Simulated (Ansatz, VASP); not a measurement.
## One calculation of Cu12H, two programs

```
CELL_PARAMETERS angstrom
5.03783 0.00000 0.00000
0.00000 5.03783 0.00000
0.00000 0.00000 20.66228
ATOMIC_POSITIONS crystal
Cu 0.25000 0.25000 0.19359
Cu 0.25000 0.75000 0.19359
Cu 0.75000 0.25000 0.19359
Cu 0.75000 0.75000 0.19359
Cu 0.00000 0.00000 0.27979
Cu 0.00000 0.50000 0.27979
Cu 0.50000 0.00000 0.27979
Cu 0.50000 0.50000 0.27979
Cu 0.25000 0.25000 0.36599
Cu 0.25000 0.75000 0.36599
Cu 0.75000 0.25000 0.36599
Cu 0.75000 0.75000 0.36599
H 0.33333 0.41667 0.50151
```

Alike in both runs: task single point; functional PBE; dispersion D3(BJ); k mesh 5 × 5 × 1; occupations gaussian, width 0.1 eV; no spin polarisation.

|  | VASP | Ansatz |
| --- | --- | --- |
| version | VASP 6.6.1 | Ansatz 0.2.0 |
| potentials or method | VASP PAW PBE potentials, release 64 (Cu, H), cutoff 520 eV | scalar-relativistic, plane waves, PAW |
| valence electrons in the cell | 133 | 229 |

Ansatz gave:

- gap on the k mesh at the Fermi level (eV): none
- rms of the force components (eV/Å): 0.224

Question: Estimate VASP's values.

Answer: gap on the k mesh at the Fermi level (eV): none; rms of the force components (eV/Å): 0.228.

Atom by atom the forces differ by 0.015 eV/Å (rms over components). A gap of «none» marks a metal or a gap that the smearing closes. VASP's potentials hold 133 valence electrons a cell and Ansatz's 229, so a difference there can come from the potentials and not from the codes.
